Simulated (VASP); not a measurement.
# C (C2/m) in VASP: a series of runs

The runs below take C through single point, with PBE+D3(BJ).

All numbers are computed with VASP 6.6.1; they aren't measurements. Logs are shortened: lines on timing, memory, paths and dates and some standing lists are left out, and cuts for length are marked.

**1. The cell of the first run**

Symmetry: C2/m, No. 12, monoclinic system. Conventional cell: a = 4.269 Å, b = 2.465 Å, c = 3.650 Å, α = 90.00°, β = 112.95°, γ = 90.00°. C (site symmetry m) has 3 C at 1.36 to 1.45 Å within 1.8 Å.

**2. Single point, PBE+D3(BJ) (atoms displaced along a vibrational mode)**

INCAR

```
SYSTEM = C
PREC = Accurate ; ENCUT = 520
EDIFF = 1E-6 ; ISMEAR = 0
SIGMA = 0.05 ; LREAL = .FALSE.
LASPH = .TRUE. ; NELM = 80
ALGO = Normal ; ISIF = 2
LWAVE = .FALSE. ; LCHARG = .FALSE.
GGA = PE ; IVDW = 12
NBANDS = 11
```

KPOINTS

```
Automatic mesh
0
G
  15 15 15
  0 0 0
```

POSCAR

```
C
1.0
    1.2324984681      0.7115833223      3.3613878357
   -1.2324984681      0.7115833223      3.3613878357
    0.0000000000     -1.4231666447      3.3613878357
C
2
Direct
    0.1595690011      0.1595690011      0.1806487531
    0.8404309989      0.8404309989      0.8193512469
```

Potentials or basis: VASP PAW PBE potentials, release 64 (C).

On the command line:

```
$ cat potpaw_PBE.64/C/POTCAR > POTCAR
$ mpirun -np 1 vasp_std > vasp.out
```

OUTCAR:

```text
SYSTEM = C
   PREC = Accurate
   ENCUT = 520
   EDIFF = 1E-6
   ISMEAR = 0
   LREAL = .FALSE.
   LASPH = .TRUE.
   NELM = 80
   ISIF = 2
   GGA = PE
   IVDW = 12
 IVDW          = 12

 ion  position               nearest neighbor table
   1  0.160  0.160  0.181-   2 1.36   2 1.45   2 1.45
   2  0.840  0.840  0.819-   1 1.36   1 1.45   1 1.45

  LATTYP: Found a trigonal (rhomboedric) cell.
 ALAT       =     3.6502508791
 COS(alpha) =     0.7719881893

  Lattice vectors:

 A1 = (   1.2324984681,   0.7115833223,   3.3613878357)
 A2 = (  -1.2324984681,   0.7115833223,   3.3613878357)
 A3 = (   0.0000000000,  -1.4231666447,   3.3613878357)

Analysis of symmetry for initial positions (statically):
=====================================================================
 Subroutine PRICEL returns:
 Original cell was already a primitive cell.

 Routine SETGRP: Setting up the symmetry group for a
 trigonal (rhombohedral) supercell.

 Subroutine GETGRP returns: Found  4 space group operations
 (whereof  4 operations were pure point group operations)
 out of a pool of 12 trial point group operations.

The static configuration has the point symmetry C_2h.

Analysis of symmetry for dynamics (positions and initial velocities):
=====================================================================
 Subroutine PRICEL returns:
 Original cell was already a primitive cell.

 Routine SETGRP: Setting up the symmetry group for a
 trigonal (rhombohedral) supercell.

 Subroutine GETGRP returns: Found  4 space group operations
 (whereof  4 operations were pure point group operations)
 out of a pool of 12 trial point group operations.

The dynamic configuration has the point symmetry C_2h.

 Subroutine INISYM returns: Found  4 space group operations
 (whereof  4 operations are pure point group operations),
 and found     1 'primitive' translations

----------------------------------------------------------------------------------------

                                     Primitive cell

  volume of cell :      17.6881

  direct lattice vectors                    reciprocal lattice vectors
     1.232498468  0.711583322  3.361387836     0.405680017  0.234219467  0.099165389
    -1.232498468  0.711583322  3.361387836    -0.405680017  0.234219467  0.099165389
     0.000000000 -1.423166645  3.361387836     0.000000000 -0.468438935  0.099165389

  length of vectors
     3.650250879  3.650250879  3.650250879     0.478820227  0.478820227  0.478820227

  position of ions in fractional coordinates (direct lattice)
     0.159569001  0.159569001  0.180648753
     0.840430999  0.840430999  0.819351247

  ion indices of the primitive-cell ions
   primitive index   ion index
                 1           1
                 2           2

----------------------------------------------------------------------------------------

 KPOINTS: Automatic mesh

Automatic generation of k-mesh.
 Grid dimensions read from file:
 generate k-points for:   15   15   15

 Generating k-lattice:

  Cartesian coordinates                     Fractional coordinates (reciprocal lattice)
     0.027045334  0.015614631  0.006611026     0.066666667  0.000000000  0.000000000
    -0.027045334  0.015614631  0.006611026     0.000000000  0.066666667  0.000000000
     0.000000000 -0.031229262  0.006611026     0.000000000  0.000000000  0.066666667

  Length of vectors
     0.031921348  0.031921348  0.031921348

  Shift w.r.t. Gamma in fractional coordinates (k-lattice)
     0.000000000  0.000000000  0.000000000

 Subroutine IBZKPT returns following result:
 ===========================================

 Found    904 irreducible k-points:

 Following reciprocal coordinates:
            Coordinates               Weight
  0.000000  0.000000  0.000000      1.000000
  0.066667 -0.000000  0.000000      4.000000
  0.000000  0.000000  0.066667      2.000000
  0.133333  0.000000  0.000000      4.000000
  0.000000  0.000000  0.133333      2.000000
  0.200000  0.000000 -0.000000      4.000000
[... 16 lines left out ...]
  0.066667  0.000000  0.200000      4.000000
  0.266667  0.066667  0.000000      4.000000
 [... further k-points ...]
   k-points           NKPTS =    904   k-points in BZ     NKDIM =    904   number of bands    NBANDS=     11
   number of dos      NEDOS =    301   number of ions     NIONS =      2
   total plane-waves  NPLWV =  21952
   dimension x,y,z NGX =    28 NGY =   28 NGZ =   28
   dimension x,y,z NGXF=    56 NGYF=   56 NGZF=   56
   ions per type =               2
   NGX,Y,Z   is equivalent  to a cutoff of  12.75, 12.75, 12.75 a.u.
   NGXF,Y,Z  is equivalent  to a cutoff of  25.50, 25.50, 25.50 a.u.
 SYSTEM =  C
   PREC   = accura    normal or accurate (medium, high low for compatibility)
   ISTART =      0    job   : 0-new  1-cont  2-samecut
   ICHARG =      2    charge: 1-file 2-atom 10-const
   ISPIN  =      1    spin polarized calculation?
   LNONCOLLINEAR =      F non collinear calculations
   LSORBIT =      F    spin-orbit coupling
   LASPH  =      T    aspherical Exc in radial PAW
   ENCUT  =  520.0 eV  38.22 Ry    6.18 a.u.   6.79  6.79  6.79*2*pi/ulx,y,z
   NELM   =     80;   NELMIN=  2; NELMDL= -5     # of ELM steps
   EDIFF  = 0.1E-05   stopping-criterion for ELM
   LREAL  =      F    real-space projection
   EDIFFG = 0.1E-04   stopping-criterion for IOM
   NSW    =      0    number of steps for IOM
   IBRION =     -1    ionic relax: 0-MD 1-quasi-New 2-CG
   NFREE  =      0    steps in history (QN), initial steepest desc. (CG)
   ISIF   =      2    stress and relaxation
   ISYM   =      2    0-nonsym 1-usesym 2-fastsym
   POTIM  = 0.5000    time-step for ionic-motion
   TEBEG  =    0.0;   TEEND  =   0.0 temperature during run
   PSTRESS=    0.0 pullay stress
   NELECT =       8.0000    total number of electrons
   NUPDOWN=      -1.0000    fix difference up-down
   EMIN   =  10.00;   EMAX   =-10.00  energy-range for DOS
   EFERMI =   0.00;   METHOD = LEGACY
   ISMEAR =     0;   SIGMA  =   0.05  broadening in eV -4-tet -1-fermi 0-gaus
   EFERMI_NEDOS =   21; number of points for ismear=-14 and -15
   IALGO  =     38    algorithm
   IMIX   =      4    mixing-type and parameters
     AMIX     =   0.40;   BMIX     =  1.00
     AMIX_MAG =   1.60;   BMIX_MAG =  1.00
  volume/ion in A,a.u.               =       8.84        59.68
  Fermi-wavevector in a.u.,A,eV,Ry     =   1.256640  2.374705 21.485554  1.579144
  Thomas-Fermi vector in A             =   2.390338
   LORBIT       =      0    0 simple, 1 ext, 2 COOP (PROOUT), +10 PAW based schemes
   GGA     = PE    functional components
   LHFCALC =     F    Hartree Fock is set to
   AEXX    =    0.0000 exact exchange contribution
   IVDW    =    12    specifies the selected vdW correction
   LEPSILON=     F    determine dielectric tensor
   LRPA    =     F    only Hartree local field effects (RPA)
 non-spin polarized calculation
 Gauss-broadening in eV      SIGMA  =   0.05
  energy-cutoff  :      520.00
  volume of cell :       17.69
 maximum number of plane-waves:       490
   NGX = 13   NGY = 13   NGZ = 13

 number of electron       7.9999999 magnetization

 Free energy of the ion-electron system (eV)
  ---------------------------------------------------
  ext. energy  EPLUGINS =         0.00000000
  ---------------------------------------------------
  free energy    TOTEN  =       -18.32176286 eV

  energy without entropy =      -18.32176260  energy(sigma->0) =      -18.32176273

 E-fermi :   4.6328     XC(G=0): -10.3067

 val. band max:        4.5226188141   @ k =  -0.3333   0.3333   0.0000
 cond. band min:       4.7429216930   @ k =  -0.3333   0.3333   0.0000
 fundamental gap:      0.2203028789
 Fermi energy:         4.6327702158

 k-point     1 :       0.0000    0.0000    0.0000
  band No.  band energies     occupation
      1     -14.9954      2.00000
      2      -1.9105      2.00000
      3       0.7912      2.00000
      4       2.5777      2.00000
      5       8.9343      0.00000
      6      11.8640      0.00000
      7      14.1585      0.00000
      8      16.0502      0.00000
      9      17.3710      0.00000
     10      27.3648      0.00000
     11      30.1310      0.00000

 k-point     2 :       0.0667   -0.0000    0.0000
  band No.  band energies     occupation
      1     -14.8879      2.00000
      2      -1.8034      2.00000
      3       0.5461      2.00000
      4       2.1619      2.00000
      5       9.0837      0.00000
      6      12.0298      0.00000
      7      14.5619      0.00000
      8      15.6898      0.00000
      9      17.5247      0.00000
     10      27.7014      0.00000
     11      29.2117      0.00000

 k-point     3 :       0.0000    0.0000    0.0667
  band No.  band energies     occupation
      1     -14.8890      2.00000
      2      -1.7990      2.00000
      3       0.4279      2.00000
      4       2.2921      2.00000
      5       9.0878      0.00000
      6      12.3790      0.00000
      7      14.0882      0.00000
      8      15.6437      0.00000
      9      17.6097      0.00000
     10      27.7349      0.00000
     11      29.6765      0.00000

 k-point     4 :       0.1333    0.0000    0.0000
  band No.  band energies     occupation
      1     -14.5660      2.00000
      2      -1.4840      2.00000
      3      -0.1830      2.00000
      4       1.1731      2.00000
      5       9.5339      0.00000
      6      12.3312      0.00000
      7      14.6930      0.00000
      8      15.6774      0.00000
      9      18.0537      0.00000
     10      27.1451      0.00000
     11      28.6445      0.00000
[... 239 lines left out ...]
 k-point    22 :      -0.2000    0.0000   -0.0667
  band No.  band energies     occupation
      1     -14.2321      2.00000
      2      -1.2715      2.00000
      3      -0.6643      2.00000
      4       0.1850      2.00000
      5      10.1710      0.00000
      6      12.4118      0.00000
      7      13.9015      0.00000
      8      16.6721      0.00000
      9      18.7385      0.00000
     10      25.1920      0.00000
     11      28.7511      0.00000

 k-point    23 :       0.0667    0.0000    0.2000
  band No.  band energies     occupation
      1     -14.2411      2.00000
      2      -1.3144      2.00000
      3      -1.2334      2.00000
      4       0.8919      2.00000
      5      10.2081      0.00000
      6      13.5961      0.00000
      7      14.1437      0.00000
      8      14.4605      0.00000
      9      18.9968      0.00000
     10      25.7569      0.00000
     11      29.0684      0.00000

 k-point    24 :       0.2667    0.0667    0.0000
  band No.  band energies     occupation
      1     -13.5997      2.00000
      2      -2.4010      2.00000
      3      -0.6401      2.00000
      4      -0.4222      2.00000
      5      11.1192      0.00000
      6      12.2407      0.00000
      7      13.1119      0.00000
      8      17.2758      0.00000
      9      20.2183      0.00000
     10      23.7612      0.00000
     11      27.7996      0.00000

 [... further k-points ...]

------------------------ aborting loop because EDIFF is reached ----------------------------------------

 Edisp (eV)   -0.31204

 E8    (eV) :    -0.0884

  FORCE on cell =-STRESS in cart. coord.  units (eV):
  Direction    XX          YY          ZZ          XY          YZ          ZX
  --------------------------------------------------------------------------------------
  -------------------------------------------------------------------------------------
  Total      -0.37897     1.09570     0.00774     0.00000    -0.00231     0.00000
  in kB     -34.32667    99.24750     0.70123     0.00000    -0.20889     0.00000
  external pressure =       21.87 kB  Pullay stress =        0.00 kB

 VOLUME and BASIS-vectors are now :
 -----------------------------------------------------------------------------
  energy-cutoff  :      520.00
  volume of cell :       17.69
      direct lattice vectors                 reciprocal lattice vectors
     1.232498468  0.711583322  3.361387836     0.405680017  0.234219467  0.099165389
    -1.232498468  0.711583322  3.361387836    -0.405680017  0.234219467  0.099165389
     0.000000000 -1.423166645  3.361387836     0.000000000 -0.468438935  0.099165389

 POSITION                                       TOTAL-FORCE (eV/Angst)
 -----------------------------------------------------------------------------------
      0.00000     -0.03000      1.67998         0.000000      3.449030      0.009027
      0.00000      0.03000      8.40419         0.000000     -3.449030     -0.009027
 -----------------------------------------------------------------------------------
    total drift:                               -0.000000      0.000000     -0.000000

  FREE ENERGIE OF THE ION-ELECTRON SYSTEM (eV)
  ---------------------------------------------------
  free  energy   TOTEN  =       -18.6338076596 eV

  energy  without entropy=      -18.6338073987  energy(sigma->0) =      -18.63380753
```

Run time: 5.6 min. Hardware: 1 thread of AMD EPYC 7R43 (Zen 3), shared host; peak memory 0.23 GiB.

What came out:

| Item | Value |
| --- | --- |
| Free energy | -18.6338 eV |
| Pressure | 2.2 GPa |
| Largest force | 3.449 eV/Å |
| Dispersion energy per atom | -0.156 eV |

Forces on the atoms (eV/Å):
```
C    0.000  3.449  0.009
C    0.000 -3.449 -0.009
```

Caveat: the cell differs from its parent crystal (atoms displaced along a vibrational mode); forces of over 1 eV/Å act on the atoms, so gaps and moduli don't describe the material at rest.

**3. Single point, PBE+D3(BJ) (atoms displaced along a vibrational mode)**

INCAR

```
PREC = Accurate ; ENCUT = 520
EDIFF = 1E-7 ; ISMEAR = 0
SIGMA = 0.05 ; LREAL = F
LASPH = T ; NELM = 80
ALGO = Normal ; ISIF = 2
LWAVE = F ; LCHARG = T
GGA = PE ; IVDW = 12
LELF = T ; LVHAR = T
NBANDS = 11
```

KPOINTS

```
Automatic mesh
0
Gamma
  15 15 15
```

POSCAR

```
C
1.0
    1.2324984681      0.7115833223      3.3613878357
   -1.2324984681      0.7115833223      3.3613878357
    0.0000000000     -1.4231666447      3.3613878357
C
2
Direct
    0.1689118131      0.1689118131      0.1478320611
    0.8310881869      0.8310881869      0.8521679389
```

Potentials or basis: VASP PAW PBE potentials, release 64 (C).

On the command line:

```
$ cat potpaw_PBE.64/C/POTCAR > POTCAR
$ mpirun -np 1 vasp_std > vasp.out
```

It took 6.4 min on 1 thread of AMD EPYC 7R43 (Zen 3), shared host; peak memory 0.24 GiB.

Results (log left out):

- Free energy: -18.5696 eV
- Pressure: 1.4 GPa
- Largest force: 3.324 eV/Å
- Dispersion energy per atom: -0.156 eV

Forces in eV/Å, atoms in the order of the input:
```
C    0.000 -2.947  1.538
C    0.000  2.947 -1.538
```

Stress tensor (GPa, compression positive):
```
 8.55  0.00  0.00
 0.00 -2.84  2.56
 0.00  2.56 -1.62
```

Caveat: the cell differs from its parent crystal (atoms displaced along a vibrational mode); forces of over 1 eV/Å act on the atoms, so gaps and moduli don't describe the material at rest.

(Continued in part 2 of 2.)
